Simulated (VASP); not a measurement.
# Ta (Im-3m) in VASP: a series of runs

Aim: see how the results for Ta move with the level of theory and the settings. Levels: r2SCAN, LDA, BLYP. Tasks: single point, relaxation of cell and atoms.

Program: VASP 6.6.1. These are calculated values, not measurements. Logs are shortened: lines on timing, memory, paths and dates and some standing lists are left out, and cuts for length are marked.

**1. The cell of the first run**

Symmetry: Im-3m, No. 229, cubic system. The conventional cell has a = 3.346 Å, b = 3.346 Å, c = 3.346 Å, α = 90.00°, β = 90.00°, γ = 90.00°. Ta (site symmetry m-3m) has 14 Ta at 2.90 to 3.35 Å within 3.8 Å.

**2. Single point, r2SCAN**

POSCAR reads:

```
Ta
1.0
   -1.6730098603      1.6730098603      1.6730098603
    1.6730098603     -1.6730098603      1.6730098603
    1.6730098603      1.6730098603     -1.6730098603
Ta
1
Direct
    0.0000000000      0.0000000000      0.0000000000
```

INCAR.step1 reads:

```
PREC = Accurate
ENCUT = 550
ISMEAR = -1
SIGMA = 0.05
LREAL = F
LASPH = T
NELM = 120
NBANDS = 12
GGA = PE
ALGO = Normal
EDIFF = 1E-5
LWAVE = T
LCHARG = F
GGA_COMPAT = F
```

INCAR.step2 reads:

```
PREC = Accurate
ENCUT = 550
EDIFF = 1E-6
ISMEAR = -1
SIGMA = 0.05
LREAL = F
LASPH = T
NELM = 120
ALGO = Normal
ISIF = 2
LWAVE = F
LCHARG = F
METAGGA = R2SCAN
LMIXTAU = T
NBANDS = 12
ISTART = 1
GGA_COMPAT = F
```

KPOINTS reads:

```
Automatic mesh
0
Gamma
  11 11 11
```

Potentials or basis: VASP PAW PBE potentials, release 64 (Ta_sv_GW).

Run with:

```bash
$ cat potpaw_PBE.64/Ta_sv_GW/POTCAR > POTCAR
$ cp INCAR.step1 INCAR
$ mpirun -np 1 vasp_std > vasp.out
$ cp INCAR.step2 INCAR
$ mpirun -np 1 vasp_std > vasp.out
```

OUTCAR:

```text
PREC = Accurate
   ENCUT = 550
   EDIFF = 1E-6
   ISMEAR = -1
   LREAL = F
   LASPH = T
   NELM = 120
   ISIF = 2
   METAGGA = R2SCAN
   ISTART = 1

 ion  position               nearest neighbor table
   1  0.000  0.000  0.000-

  LATTYP: Found a body centered cubic cell.
 ALAT       =     3.3460197206

  Lattice vectors:

 A1 = (  -1.6730098603,   1.6730098603,   1.6730098603)
 A2 = (   1.6730098603,  -1.6730098603,   1.6730098603)
 A3 = (   1.6730098603,   1.6730098603,  -1.6730098603)

Analysis of symmetry for initial positions (statically):
=====================================================================
 Subroutine PRICEL returns:
 Original cell was already a primitive cell.

 Routine SETGRP: Setting up the symmetry group for a
 body centered cubic supercell.

 Subroutine GETGRP returns: Found 48 space group operations
 (whereof 48 operations were pure point group operations)
 out of a pool of 48 trial point group operations.

The static configuration has the point symmetry O_h .

Analysis of symmetry for dynamics (positions and initial velocities):
=====================================================================
 Subroutine PRICEL returns:
 Original cell was already a primitive cell.

 Routine SETGRP: Setting up the symmetry group for a
 body centered cubic supercell.

 Subroutine GETGRP returns: Found 48 space group operations
 (whereof 48 operations were pure point group operations)
 out of a pool of 48 trial point group operations.

The dynamic configuration has the point symmetry O_h .

 Subroutine INISYM returns: Found 48 space group operations
 (whereof 48 operations are pure point group operations),
 and found     1 'primitive' translations

----------------------------------------------------------------------------------------

                                     Primitive cell

  volume of cell :      18.7308

  direct lattice vectors                    reciprocal lattice vectors
    -1.673009860  1.673009860  1.673009860     0.000000000  0.298862554  0.298862554
     1.673009860 -1.673009860  1.673009860     0.298862554  0.000000000  0.298862554
     1.673009860  1.673009860 -1.673009860     0.298862554  0.298862554  0.000000000

  length of vectors
     2.897738080  2.897738080  2.897738080     0.422655477  0.422655477  0.422655477

  position of ions in fractional coordinates (direct lattice)
     0.000000000  0.000000000  0.000000000

  ion indices of the primitive-cell ions
   primitive index   ion index
                 1           1

----------------------------------------------------------------------------------------

 KPOINTS: Automatic mesh

Automatic generation of k-mesh.
 Grid dimensions read from file:
 generate k-points for:   11   11   11

 Generating k-lattice:

  Cartesian coordinates                     Fractional coordinates (reciprocal lattice)
     0.000000000  0.027169323  0.027169323     0.090909091  0.000000000  0.000000000
     0.027169323  0.000000000  0.027169323     0.000000000  0.090909091  0.000000000
     0.027169323  0.027169323  0.000000000     0.000000000  0.000000000  0.090909091

  Length of vectors
     0.038423225  0.038423225  0.038423225

  Shift w.r.t. Gamma in fractional coordinates (k-lattice)
     0.000000000  0.000000000  0.000000000

 Subroutine IBZKPT returns following result:
 ===========================================

 Found     56 irreducible k-points:

 Following reciprocal coordinates:
            Coordinates               Weight
  0.000000  0.000000  0.000000      1.000000
  0.090909  0.000000  0.000000     12.000000
  0.181818  0.000000  0.000000     12.000000
  0.272727  0.000000  0.000000     12.000000
  0.363636  0.000000  0.000000     12.000000
  0.454545  0.000000  0.000000     12.000000
[... 16 lines left out ...]
  0.272727  0.181818  0.090909     48.000000
  0.363636  0.181818  0.090909     24.000000
 [... further k-points ...]
   k-points           NKPTS =     56   k-points in BZ     NKDIM =     56   number of bands    NBANDS=     12
   number of dos      NEDOS =    301   number of ions     NIONS =      1
   total plane-waves  NPLWV =  13824
   dimension x,y,z NGX =    24 NGY =   24 NGZ =   24
   dimension x,y,z NGXF=    48 NGYF=   48 NGZF=   48
   ions per type =               1
   NGX,Y,Z   is equivalent  to a cutoff of  13.77, 13.77, 13.77 a.u.
   NGXF,Y,Z  is equivalent  to a cutoff of  27.54, 27.54, 27.54 a.u.
 SYSTEM =  unknown system
   PREC   = accura    normal or accurate (medium, high low for compatibility)
   ISTART =      1    job   : 0-new  1-cont  2-samecut
   ICHARG =      0    charge: 1-file 2-atom 10-const
   ISPIN  =      1    spin polarized calculation?
   LNONCOLLINEAR =      F non collinear calculations
   LSORBIT =      F    spin-orbit coupling
   LASPH  =      T    aspherical Exc in radial PAW
   ENCUT  =  550.0 eV  40.42 Ry    6.36 a.u.   5.54  5.54  5.54*2*pi/ulx,y,z
   NELM   =    120;   NELMIN=  2; NELMDL=  0     # of ELM steps
   EDIFF  = 0.1E-05   stopping-criterion for ELM
   LREAL  =      F    real-space projection
   EDIFFG = 0.1E-04   stopping-criterion for IOM
   NSW    =      0    number of steps for IOM
   IBRION =     -1    ionic relax: 0-MD 1-quasi-New 2-CG
   NFREE  =      0    steps in history (QN), initial steepest desc. (CG)
   ISIF   =      2    stress and relaxation
   ISYM   =      2    0-nonsym 1-usesym 2-fastsym
   POTIM  = 0.5000    time-step for ionic-motion
   TEBEG  =    0.0;   TEEND  =   0.0 temperature during run
   PSTRESS=    0.0 pullay stress
   NELECT =      13.0000    total number of electrons
   NUPDOWN=      -1.0000    fix difference up-down
   EMIN   =  10.00;   EMAX   =-10.00  energy-range for DOS
   EFERMI =   0.00;   METHOD = LEGACY
   ISMEAR =    -1;   SIGMA  =   0.05  broadening in eV -4-tet -1-fermi 0-gaus
   EFERMI_NEDOS =   21; number of points for ismear=-14 and -15
   IALGO  =     38    algorithm
   IMIX   =      4    mixing-type and parameters
     AMIX     =   0.40;   BMIX     =  1.00
     AMIX_MAG =   1.60;   BMIX_MAG =  1.00
  volume/ion in A,a.u.               =      18.73       126.40
  Fermi-wavevector in a.u.,A,eV,Ry     =   1.449453  2.739069 28.584668  2.100914
  Thomas-Fermi vector in A             =   2.567178
   LORBIT       =      0    0 simple, 1 ext, 2 COOP (PROOUT), +10 PAW based schemes
   METAGGA = R2SCAN    functional components
   LHFCALC =     F    Hartree Fock is set to
   AEXX    =    0.0000 exact exchange contribution
   IVDW    =     0    specifies the selected vdW correction
   LEPSILON=     F    determine dielectric tensor
   LRPA    =     F    only Hartree local field effects (RPA)
 non-spin polarized calculation
  energy-cutoff  :      550.00
  volume of cell :       18.73
 maximum number of plane-waves:       567
 NGX is ok and might be reduce to    24
   NGX = 11   NGY = 11   NGZ = 11

 number of electron      13.0000000 magnetization

 Free energy of the ion-electron system (eV)
  ---------------------------------------------------
  ext. energy  EPLUGINS =         0.00000000
  ---------------------------------------------------
  free energy    TOTEN  =       -51.07021339 eV

  energy without entropy =      -51.05955060  energy(sigma->0) =      -51.06488199

 E-fermi :   9.8047     XC(G=0): -13.8973

 val. band max:        9.7642692666   @ k =   0.3636   0.1818  -0.0000
 cond. band min:       9.8279388917   @ k =  -0.4545  -0.4545   0.1818
 fundamental gap:      0.0636696251
 Fermi energy:         9.8047103481

 k-point     1 :       0.0000    0.0000    0.0000
  band No.  band energies     occupation
      1     -59.3743      2.00000
      2     -24.5686      2.00000
      3     -24.5686      2.00000
      4     -24.5686      2.00000
      5       1.6615      2.00000
      6      10.6766      0.00000
      7      10.6766      0.00000
      8      10.6766      0.00000
      9      14.0179      0.00000
     10      14.0179      0.00000
     11      24.9348      0.00000
     12      24.9348      0.00000

 k-point     2 :       0.0909    0.0000    0.0000
  band No.  band energies     occupation
      1     -59.3660      2.00000
      2     -24.6609      2.00000
      3     -24.5971      2.00000
      4     -24.5689      2.00000
      5       2.0242      2.00000
      6      10.4427      0.00001
      7      10.5911      0.00000
      8      11.0303      0.00000
      9      13.6714      0.00000
     10      14.0185      0.00000
     11      25.2386      0.00000
     12      25.5646      0.00000

 k-point     3 :       0.1818    0.0000    0.0000
  band No.  band energies     occupation
      1     -59.3437      2.00000
      2     -24.9023      2.00000
      3     -24.6730      2.00000
      4     -24.5701      2.00000
      5       3.0161      2.00000
      6       9.8754      0.39119
      7      10.1933      0.00084
      8      12.0608      0.00000
      9      13.3076      0.00000
     10      14.0682      0.00000
     11      25.6217      0.00000
     12      27.1991      0.00000
[... 286 lines left out ...]
 k-point    23 :       0.2727    0.1818    0.0909
  band No.  band energies     occupation
      1     -59.2698      2.00000
      2     -25.4567      2.00000
      3     -24.9864      2.00000
      4     -24.7368      2.00000
      5       6.9236      2.00000
      6       8.3328      2.00000
      7       9.0924      2.00000
      8      14.3156      0.00000
      9      14.8734      0.00000
     10      18.8980      0.00000
     11      20.3240      0.00000
     12      23.8757      0.00000

 k-point    24 :       0.3636    0.1818    0.0909
  band No.  band energies     occupation
      1     -59.2640      2.00000
      2     -25.4596      2.00000
      3     -25.0583      2.00000
      4     -24.7439      2.00000
      5       6.9868      2.00000
      6       8.2707      2.00000
      7       9.6705      1.87211
      8      14.4040      0.00000
      9      14.9693      0.00000
     10      19.0769      0.00000
     11      19.8307      0.00000
     12      23.2463      0.00000

 [... further k-points ...]
[... 5 lines left out ...]
  --------------------------------------------------------------------------------------
  -------------------------------------------------------------------------------------
  Total       -0.9551388     -0.9551388     -0.9551388     -0.0000000      0.0000000     -0.0000000
  in kB      -81.6999123    -81.6999123    -81.6999123     -0.0000000      0.0000000     -0.0000000
  external PRESSURE =     -81.6999123 kB  Pullay stress =       0.0000000 kB

 VOLUME and BASIS-vectors are now :
 -----------------------------------------------------------------------------
  energy-cutoff  :      550.00
  volume of cell :       18.73
      direct lattice vectors                 reciprocal lattice vectors
    -1.673009860  1.673009860  1.673009860     0.000000000  0.298862554  0.298862554
     1.673009860 -1.673009860  1.673009860     0.298862554  0.000000000  0.298862554
     1.673009860  1.673009860 -1.673009860     0.298862554  0.298862554  0.000000000

 POSITION                                       TOTAL-FORCE (eV/Angst)
 -----------------------------------------------------------------------------------
      0.00000      0.00000      0.00000        -0.000000     -0.000000     -0.000000
 -----------------------------------------------------------------------------------
    total drift:                                0.000000     -0.000000      0.000000

  FREE ENERGIE OF THE ION-ELECTRON SYSTEM (eV)
  ---------------------------------------------------
  free  energy   TOTEN  =       -51.0702133858 eV

  energy  without entropy=      -51.0595505979  energy(sigma->0) =      -51.06488199
```

Wall time 88 s (1 thread of AMD EPYC 7R43 (Zen 3), shared host); peak memory 0.12 GiB.

Results:

```yaml
Free_energy: -51.0702 eV
Pressure: -8.2 GPa
Band_gap_on_the_k_mesh: zero (an odd number of electrons rules out a gap without spin polarisation)
```

Caveat: the cell stands under tension; the PAW data sets were made with another functional, which shifts forces and pressure a little; spin-orbit coupling is left out, which moves the levels of the heavy elements.

[end of part 1 of 2]

The gap in the log of VASP goes by the Fermi energy; the results here count the filled bands.